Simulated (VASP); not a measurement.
Write the native input for VASP 6.6.1 that does the following.

| Quantity | Value |
| --- | --- |
| Task | single point |
| Functional | r2SCAN |
| Potentials or basis | VASP PAW PBE potentials, release 64 (Sb) |
| Cutoff | 520 eV |
| k mesh | 12 × 12 × 12 |
| Occupations | gaussian, width 0.1 eV |
| Spin | no spin polarisation |
| Dipole correction | no |
| Further INCAR settings | ALGO = Normal; EDIFF = 1e-07; NBANDS = 12 |

The system is Sb.

```
CELL_PARAMETERS angstrom
2.17117 1.25353 3.86644
-2.17117 1.25353 3.86644
0.00000 -2.50705 3.86644
ATOMIC_POSITIONS crystal
Sb 0.26859 0.26859 0.26859
Sb 0.73141 0.73141 0.73141
```

These files were run (other wordings do the same):

POSCAR

```
Sb
1.0
    2.1711713993      1.2535263918      3.8664378429
   -2.1711713993      1.2535263918      3.8664378429
    0.0000000000     -2.5070527836      3.8664378429
Sb
2
Direct
    0.2685874943      0.2685874943      0.2685874943
    0.7314125057      0.7314125057      0.7314125057
```

INCAR.step1

```
SYSTEM = Sb
  PREC = Accurate
  ENCUT = 520
  ISMEAR = 0
  SIGMA = 0.1
  LREAL = .False.
  LASPH = .True.
  NELM = 100
  NBANDS = 12
  GGA = PE
  ALGO = Normal
  EDIFF = 1E-4
  LWAVE = .True.
  LCHARG = .False.
```

INCAR.step2

```
SYSTEM = Sb
  PREC = Accurate
  ENCUT = 520
  EDIFF = 1E-7
  ISMEAR = 0
  SIGMA = 0.1
  LREAL = .False.
  LASPH = .True.
  NELM = 100
  ALGO = Normal
  ISIF = 2
  LWAVE = .False.
  LCHARG = .False.
  METAGGA = R2SCAN
  LMIXTAU = .True.
  NBANDS = 12
  ISTART = 1
```

KPOINTS

```
Automatic mesh
0
Gamma
  12 12 12
  0 0 0
```

Potentials or basis: VASP PAW PBE potentials, release 64 (Sb).

Launch:

```console
$ cat potpaw_PBE.64/Sb/POTCAR > POTCAR
$ cp INCAR.step1 INCAR
$ mpirun -np 1 vasp_std > vasp.out
$ cp INCAR.step2 INCAR
$ mpirun -np 1 vasp_std > vasp.out
```

Results of the run:

| Item | Value |
| --- | --- |
| Pressure | 0.1 GPa |
| Largest force | 0.056 eV/Å |
| Band gap on the k mesh | zero (bands 5 and 6 overlap by 0.14 eV) |

Caveat: the PAW data sets were made with another functional, which shifts forces and pressure a little; spin-orbit coupling is left out, which moves the levels of the heavy elements.

Run time: 9.5 min on 1 thread of Intel Xeon 8259CL, on a shared host, peak memory 0.3 GiB.
